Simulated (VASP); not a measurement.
Here is a VASP 6.6.1 calculation.

INCAR

```
PREC = Accurate ; ENCUT = 520
EDIFF = 1E-6 ; ISMEAR = 0
SIGMA = 0.15 ; LREAL = False
LASPH = True ; NELM = 60
ALGO = Normal ; ISIF = 2
LWAVE = False ; LCHARG = True
GGA = PE ; IVDW = 12
LELF = True ; LVHAR = True
NBANDS = 14
```

KPOINTS

```
regular mesh
0
Gamma
  18 18 6
```

The input POSCAR:

```
Al
1.0
    2.7372742987      0.0000000000      0.0000000000
   -1.3686371494      2.3705490798      0.0000000000
    0.0000000000      0.0000000000      8.9877346965
Al
4
Direct
    0.0000000000      0.0000000000      0.0000000000
    0.3333333333      0.6666666667      0.2500000000
    0.0000000000      0.0000000000      0.5000000000
    0.6666666667      0.3333333333      0.7500000000
```

Potentials or basis: VASP PAW PBE potentials, release 64 (Al).

The run is started by

```console
$ cat potpaw_PBE.64/Al/POTCAR > POTCAR
$ mpirun -np 1 vasp_std > vasp.out
```

(1) Predict the band gap on the k mesh.

(2) Predict the dispersion energy per atom.

(3) Estimate the pressure.

Results:

(1) zero (bands 6 and 7 overlap by 5.70 eV).

(2) -0.383 eV.

(3) 8.6 GPa.

Caveat: the cell stands under pressure.
